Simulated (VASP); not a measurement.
Wanted: the native input for a VASP 6.6.1 run.

- Task: single point
- Functional: PBE
- Potentials or basis: VASP PAW PBE potentials, release 64 (Si, W_sv)
- Cutoff: 520 eV
- k mesh: 8 × 8 × 8
- Occupations: gaussian, width 0.1 eV
- Spin: no spin polarisation
- Dipole correction: no
- Further INCAR settings: ALGO = Normal; EDIFF = 1e-06; NBANDS = 18

The structure of Si2W lies in POSCAR:

```
Si2W
1.0
   -1.6069000000      1.6069000000      3.9149500000
    1.6069000000     -1.6069000000      3.9149500000
    1.6069000000      1.6069000000     -3.9149500000
Si W
2 1
Direct
    0.3347000000      0.3347000000      0.0000000000
    0.6653000000      0.6653000000      0.0000000000
    0.0000000000      0.0000000000      0.0000000000
```

One way to write it, as run:

INCAR

```
PREC = Accurate
ENCUT = 520
EDIFF = 1E-6
ISMEAR = 0
SIGMA = 0.1
LREAL = F
LASPH = T
NELM = 60
ALGO = Normal
ISIF = 2
LWAVE = F
LCHARG = F
GGA = PE
NBANDS = 18
```

KPOINTS

```
Automatic mesh
0
Gamma
  8 8 8
```

Potentials or basis: VASP PAW PBE potentials, release 64 (Si, W_sv).

The run is started by

```bash
$ cat potpaw_PBE.64/Si/POTCAR potpaw_PBE.64/W_sv/POTCAR > POTCAR
$ mpirun -np 1 vasp_std > vasp.out
```

It gave:

The pressure is 3.3 GPa, the largest force is 0.025 eV/Å and the band gap on the k mesh is zero (band 11 reaches 12.67 eV, above the bottom of band 12 at 11.47 eV).

Caveat: spin-orbit coupling is left out, which moves the levels of the heavy elements.

It took 67 s on 1 thread of Intel(R) Xeon(R) Platinum 8259CL CPU @ 2.50GHz (Skylake/Cascade Lake), with other jobs on the host, peak memory 0.22 GiB.
